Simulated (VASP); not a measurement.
Set up this calculation in VASP 6.6.1, as the native input.

| Quantity | Value |
| --- | --- |
| Task | relaxation of cell and atoms |
| Functional | PBEsol |
| Potentials or basis | VASP PAW PBE potentials, release 64 (Zn, Se) |
| Cutoff | 600 eV |
| k mesh | 8 × 8 × 8 |
| Occupations | gaussian, width 0.01 eV |
| Spin | no spin polarisation |
| Target pressure | 10 GPa |
| Dipole correction | no |
| Further INCAR settings | ALGO = Normal; EDIFF = 1e-06; IBRION = 2; EDIFFG = -0.002; NSW = 100; ISIF = 3 |

The structure of ZnSe lies in POSCAR:

```
ZnSe
1.0
    2.8165925223      2.8165925223      0.0000000000
   -2.8165925223      2.8165925223      0.0000000000
    0.0000000000      2.8165925223      2.8165925223
Zn Se
1 1
Direct
    0.0000000000      0.0000000000      0.0000000000
    0.7500000000      0.2500000000      0.5000000000
```

One way to write it, as run:

INCAR

```
PREC = Accurate
ENCUT = 600
EDIFF = 1E-6
ISMEAR = 0
SIGMA = 0.01
LREAL = False
LASPH = True
NELM = 60
ALGO = Normal
ISIF = 3
LWAVE = False
LCHARG = False
GGA = PS
IBRION = 2
NSW = 100
EDIFFG = -0.002
PSTRESS = 100.0
```

KPOINTS

```
Automatic mesh
0
Gamma
  8 8 8
```

Potentials or basis: VASP PAW PBE potentials, release 64 (Zn, Se).

Command:

```sh
$ cat potpaw_PBE.64/Zn/POTCAR potpaw_PBE.64/Se/POTCAR > POTCAR
$ mpirun -np 1 vasp_std > vasp.out
```

It gave:

The relaxed volume is 19.94 Å³/atom. The relaxed cell is a = 3.835 Å, b = 3.835 Å, c = 3.835 Å, α = 60.00°, β = 60.00°, γ = 90.00°. The space group after relaxing (to 0.05 Å) is F-43m (No. 216), the energy change on relaxing (the enthalpy is what falls) is +69.4 meV/atom and the ionic steps are 7. The pressure after relaxing is 10.0 GPa and the band gap on the k mesh is 1.72 eV, direct.

Caveat: the cell is relaxed towards a set pressure, so the enthalpy falls and the energy may rise; the PAW data sets were made with another functional, which shifts forces and pressure a little.

Wall time 97 s on 1 thread of AMD EPYC 7R13, on a shared host, peak memory 0.17 GiB.
